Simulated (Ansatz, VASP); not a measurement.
Two plane-wave programs on ZnS

```xyz
4
Lattice="3.8818 0.0000 0.0000 -1.9409 3.3617 0.0000 0.0000 0.0000 6.3703" Properties=species:S:1:pos:R:3 pbc="T T T"
Zn    0.0000    2.2412    0.0340
Zn    1.9409    1.1206    3.2191
S     0.0000    2.2412    2.4186
S     1.9409    1.1206    5.6038
```

Alike in both runs: functional r2SCAN; k mesh 12 × 12 × 6; occupations fermi-dirac, width 0.02 eV; no spin polarisation.

Ansatz relaxed the structure, and its values are those at the end. VASP's run is a single point on that final structure, the one shown.

|  | VASP | Ansatz |
| --- | --- | --- |
| version | VASP 6.6.1 | Ansatz 0.2.0 |
| potentials or method | VASP PAW PBE potentials, release 64 (Zn, S), cutoff 520 eV | PAW plane waves |
| valence electrons in the cell | 36 | 36 |

VASP gave:

* gap on the k mesh at the Fermi level (eV): 2.51
* pressure (GPa): -4.1
* rms of the force components (eV/Å): 0.000

Task: Which values does Ansatz return?

Result: gap on the k mesh at the Fermi level (eV): 2.50; pressure (GPa): -4.0; rms of the force components (eV/Å): 0.005.

VASP's potentials were made for PBE, not for r2SCAN. Ansatz's warnings: stress scf threshold loose.
